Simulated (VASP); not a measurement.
The system is CuAu.

```
Au Cu
1.0
     2.84774    0.00000    0.00000
     0.00000    2.84774    0.00000
     0.00000    0.00000    3.73349
Au Cu
1 1
Direct
  0.00000 0.00000 0.00000
  0.50000 0.50000 0.50000
```

This cell differs from its parent crystal: volume scaled by 1.04.

Base run:

- Program: VASP 6.6.1
- Functional: PBEsol
- Potentials or basis: VASP PAW PBE potentials, release 64 (Au, Cu)
- Cutoff: 520 eV
- k mesh: 9 × 9 × 7
- Occupations: fermi-dirac, width 0.05 eV
- Spin: no spin polarisation

Its results: band gap on the k mesh zero (band 11 reaches 11.28 eV, above the bottom of band 12 at 6.10 eV); pressure -9.2 GPa.

Q: The run is repeated on the same cell with these changes: functional from PBEsol to PBE. What comes out?

A: Band gap on the k mesh zero (band 11 reaches 11.51 eV, above the bottom of band 12 at 6.28 eV); pressure -1.4 GPa.

PBE binds less tightly than PBEsol, so the same cell stands under more pressure.

Caveats: spin-orbit coupling is left out, which moves the levels of the heavy elements; the PAW data sets were made with another functional, which shifts forces and pressure a little (some runs).
